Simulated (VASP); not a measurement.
The system is Re.

```
Re
1.0
     2.79713    0.00000    0.00000
    -1.39857    2.42239    0.00000
     0.00000    0.00000    4.51687
Re
2
Direct
  0.66667 0.33333 0.75000
  0.33333 0.66667 0.25000
```

This cell differs from its parent crystal: volume scaled by 1.04.

Base run:

| Property | Result |
| --- | --- |
| Program | VASP 6.6.1 |
| Functional | LDA |
| Potentials or basis | VASP PAW LDA potentials, release 64 (Re) |
| Cutoff | 520 eV |
| k mesh | 11 × 11 × 6 |
| Occupations | fermi-dirac, width 0.05 eV |
| Spin | no spin polarisation |

Its results: band gap on the k mesh zero (band 7 reaches 8.70 eV, above the bottom of band 8 at 5.73 eV); pressure -22.2 GPa.

Problem. The run is repeated on the same cell with these changes: functional from LDA to PBEsol; potentials or basis from VASP PAW LDA potentials, release 64 (Re) to VASP PAW PBE potentials, release 64 (Re). What comes out?

Solution. Band gap on the k mesh zero (band 7 reaches 8.48 eV, above the bottom of band 8 at 5.63 eV); pressure -17.9 GPa.

Caveats: spin-orbit coupling is left out, which moves the levels of the heavy elements; the PAW data sets were made with another functional, which shifts forces and pressure a little (some runs).
